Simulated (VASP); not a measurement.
A run of VASP 6.6.1 is set up as follows.

File INCAR:

```
PREC = Accurate
ENCUT = 520
EDIFF = 1E-8
ISMEAR = -1
SIGMA = 0.02
LREAL = F
LASPH = T
NELM = 100
ALGO = Normal
ISIF = 2
LWAVE = F
LCHARG = F
GGA = CA
LEFG = T
NBANDS = 26
```

KPOINTS

```
Automatic mesh
0
Gamma
  8 8 4
```

Contents of POSCAR:

```
CdS
1.0
    4.1621827776      0.0000000000      0.0000000000
   -2.0810913888      3.6045560206      0.0000000000
    0.0000000000      0.0000000000      6.7936966668
Cd S
2 2
Direct
    0.3333333333      0.6666666667      0.0000000000
    0.6666666667      0.3333333333      0.5000000000
    0.3333333333      0.6666666667      0.3850000000
    0.6666666667      0.3333333333      0.8850000000
```

Potentials or basis: VASP PAW LDA potentials, release 64 (Cd, S).

Launch:

```console
$ cat potpaw_LDA.64/Cd/POTCAR potpaw_LDA.64/S/POTCAR > POTCAR
$ mpirun -np 1 vasp_std > vasp.out
```

(1) Predict the band gap on the k mesh.

(2) Predict the largest force.

(3) What does it give for the pressure?

## Answers

(1) 0.93 eV, direct.

(2) 0.228 eV/Å.

(3) -3.3 GPa.

Caveat: without QUAD_EFG the Cq values of the log hold for a quadrupole moment of 1 mb, not for the nuclei.
